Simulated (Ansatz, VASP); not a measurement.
## Two plane-wave programs on TiNi3C

```xyz
5
Lattice="3.8139 0.0000 0.0000 0.0000 3.8139 0.0000 0.0000 0.0000 3.8139" Properties=species:S:1:pos:R:3 pbc="T T T"
Ti    0.0000    0.0000    0.0000
Ni    0.0000    1.9069    1.9069
Ni    1.9069    0.0000    1.9069
Ni    1.9069    1.9069    0.0000
C     1.9069    1.9069    1.9069
```

Alike in both runs: task relaxation of cell and atoms; functional PBE; k mesh 10 × 10 × 10; occupations gaussian, width 0.1 eV; no spin polarisation.

|  | VASP | Ansatz |
| --- | --- | --- |
| version | VASP 6.6.1 | Ansatz 0.2.0 |
| potentials or method | VASP PAW PBE potentials, release 64 (Ti_sv, Ni, C), cutoff 600 eV | scalar-relativistic, plane waves, PAW |
| valence electrons in the cell | 46 | 70 |

|  | VASP | Ansatz | Ansatz less VASP |
| --- | --- | --- | --- |
| gap on the k mesh at the Fermi level, each at its own relaxed structure (eV) | none | none | - |
| relaxed volume (Å³/atom) | 11.11 | 11.11 | 0.000 |
| relaxed length of the cell vector where the two differ most in proportion (Å) | 3.816 | 3.816 | +0.0001 |

A gap of «none» marks a metal or a gap that the smearing closes. VASP's potentials hold 46 valence electrons a cell and Ansatz's 70, so a difference there can come from the potentials and not from the codes.
